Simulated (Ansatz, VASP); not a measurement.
Two plane-wave programs on TiAl

The input INCAR:

```
PREC     = Accurate       # precision mode
ENCUT    = 520            # plane-wave cutoff, eV
EDIFF    = 1E-6           # SCF threshold, eV
ISMEAR   = 0              # smearing method
SIGMA    = 0.15           # smearing width, eV
LREAL    = F              # projectors in reciprocal space
LASPH    = T              # aspherical terms in the spheres
NELM     = 80             # most SCF steps
ALGO     = Normal         # electronic algorithm
ISIF     = 2              # what is computed and relaxed
LWAVE    = F              # write WAVECAR
LCHARG   = T              # write CHGCAR
GGA      = PS             # functional
LELF     = T              # ELF
LVHAR    = T            
NBANDS   = 14             # bands
```

File KPOINTS:

```
regular mesh
0
Gamma
  14 14 14
```

The input POSCAR:

```
TiAl
1.0
    2.9250135935      0.0000000000      0.0000000000
    0.0000000000      2.9250135935      0.0000000000
    0.0000000000      0.0000000000      3.1563759507
Ti Al
1 1
Direct
    0.0000000000      0.0000000000      0.0000000000
    0.5000000000      0.5000000000      0.5000000000
```

Input for Ansatz:

```yaml
crystal:
  lattice:
    - [2.9250135934, 0.0, 0.0]
    - [0.0, 2.9250135934, 0.0]
    - [0.0, 0.0, 3.1563759506]
  atoms:
    - { symbol: Ti, position: [0.0, 0.0, 0.0] }
    - { symbol: Al, position: [0.5, 0.5, 0.5] }
basis:
  ecutwfc: 520.0
kpoints:
  mp_grid: { grid: [14, 14, 14] }
hamiltonian:
  xc: pbesol
scf:
  occupations: { method: gaussian, width: 0.15 }
output:
  forces: true
  stress: true
  eigenvalues: true
```

Change from the starting cell: normal strain along x -0.0733, normal strain along y -0.0733.

Alike in both runs: task single point; functional PBEsol; k mesh 14 × 14 × 14; occupations gaussian, width 0.15 eV; no spin polarisation.

|  | VASP | Ansatz |
| --- | --- | --- |
| version | VASP 6.6.1 | Ansatz 0.2.0 |
| potentials or method | VASP PAW PBE potentials, release 64 (Ti_sv, Al), cutoff 520 eV | scalar-relativistic, plane waves, PAW |
| valence electrons in the cell | 15 | 15 |

|  | VASP | Ansatz | Ansatz less VASP |
| --- | --- | --- | --- |
| gap on the k mesh at the Fermi level (eV) | none | none | - |
| pressure (GPa) | 24.4 | 24.4 | -0.03 |
| traceless stress, the component that is largest in VASP (GPa) | 4.19 | 4.19 | 0.000 |

VASP's potentials were made for PBE, not for PBEsol. A gap of «none» marks a metal or a gap that the smearing closes.
